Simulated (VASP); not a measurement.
**CsCdCl3: single point with LDA**

Crystal: CsCdCl3.

```xyz
5
Lattice="5.1122 0.0000 0.0000 0.0000 5.1122 0.0000 0.0000 0.0000 5.0099" Properties=species:S:1:pos:R:3 pbc="T T T"
Cs    0.0000    0.0000    0.0000
Cd    2.5561    2.5561    2.5050
Cl    0.0000    2.5561    2.5050
Cl    2.5561    0.0000    2.5050
Cl    2.5561    2.5561    0.0000
```

```
Program                : VASP 6.6.1
Task                   : single point
Functional             : LDA
Potentials or basis    : VASP PAW LDA potentials, release 64 (Cs_sv, Cd, Cl)
Cutoff                 : 520 eV
k mesh                 : 6 × 6 × 6
Occupations            : gaussian, width 0.02 eV
Spin                   : no spin polarisation
Dipole correction      : no
Further INCAR settings : ALGO = Normal; EDIFF = 1e-06; NBANDS = 29
```

```
Pressure               : 1.3 GPa
Band gap on the k mesh : 1.60 eV (least direct gap 2.43 eV)
```

Stress tensor (GPa, compression positive):
```
0.87 0.00 0.00
0.00 0.87 0.00
0.00 0.00 2.11
```

Levels at points of the mesh, in eV from the valence-band top:
```
           k point  band 18  band 19  band 20  band 21  band 22  band 23  band 24  band 25
(0.00, 0.00, 0.00)    -1.23    -0.83    -0.83    -0.83     1.60     5.50     5.52     5.60
(0.50, 0.00, 0.00)    -1.18    -1.18    -1.18    -1.17     4.45     6.84     6.99     7.52
(0.50, 0.50, 0.00)    -1.45    -1.45    -0.57    -0.12     6.36     7.04     7.04     7.50
(0.00, 0.00, 0.50)    -1.25    -1.25    -1.18    -1.18     4.69     6.92     7.17     7.47
(0.50, 0.00, 0.50)    -1.34    -1.34    -0.55    -0.04     6.53     6.96     7.19     7.54
(0.50, 0.50, 0.50)    -0.52    -0.52    -0.10     0.00     5.48     5.48     5.59     7.16
```

It took 4.4 min on 1 thread of Oxide Virtual Turin-like Processor, with other jobs on the host, peak memory 0.25 GiB.

Caveat: spin-orbit coupling is left out, which moves the levels of the heavy elements. A k mesh can miss the band edges.
